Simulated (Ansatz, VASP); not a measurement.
**BaTe: VASP beside Ansatz**

The input INCAR:

```
  PREC = Accurate
  ENCUT = 520
  EDIFF = 1E-7
  ISMEAR = -1
  SIGMA = 0.02
  LREAL = F
  LASPH = T
  NELM = 80
  ALGO = Normal
  ISIF = 2
  LWAVE = F
  LCHARG = F
  GGA = PE
  NBANDS = 15
```

File KPOINTS:

```
Automatic mesh
0
Gamma
  6 6 6
```

The input POSCAR:

```
BaTe
1.0
    0.0000000000      3.5323868426      3.5323868426
    3.5323868426      0.0000000000      3.5323868426
    3.5323868426      3.5323868426      0.0000000000
Ba Te
1 1
Direct
    0.0000000000      0.0000000000      0.0000000000
    0.5000000000      0.5000000000      0.5000000000
```

Input for Ansatz:

```yaml
crystal:
  lattice:
    - [0.0, 3.5323868426, 3.5323868426]
    - [3.5323868426, 0.0, 3.5323868426]
    - [3.5323868426, 3.5323868426, 0.0]
  atoms:
    - { symbol: Ba, position: [0.0, 0.0, 0.0] }
    - { symbol: Te, position: [0.5, 0.5, 0.5] }
kpoints:
  mp_grid: { grid: [6, 6, 6] }
  band_path:
    path:
      - [0.0, 0.0, 0.0]
      - [0.5, 0.0, 0.5]
      - [0.625, 0.25, 0.625]
      - [0.375, 0.375, 0.75]
      - [0.5, 0.5, 0.5]
      - [0.5, 0.25, 0.75]
      - [0.0, 0.5, 0.5]
    npoints: 1
hamiltonian:
  xc: pbe
scf:
  occupations: { method: fermi_dirac, width: 0.02 }
  n_extra_bands: 4
output:
  forces: true
  stress: true
  eigenvalues: true
```

Alike in both runs: task single point; functional PBE; k mesh 6 × 6 × 6; occupations fermi-dirac, width 0.02 eV; no spin polarisation.

```csv
,VASP,Ansatz
version,VASP 6.6.1,Ansatz 0.2.0
potentials or method,"VASP PAW PBE potentials, release 64 (Ba_sv, Te)","plane waves, PAW"
plane-wave cutoff (eV),520,420
valence electrons in the cell,16,26
```

VASP gave:

```
gap on the k mesh at the Fermi level (eV) : 1.58
pressure (GPa)                            : 0.3
```

Problem. What did Ansatz give for the same quantities?

Solution. gap on the k mesh at the Fermi level (eV): 1.65; pressure (GPa): 0.0.

VASP's potentials hold 16 valence electrons a cell and Ansatz's 26, so a difference there can come from the potentials and not from the codes.

Spin-orbit coupling is off throughout.
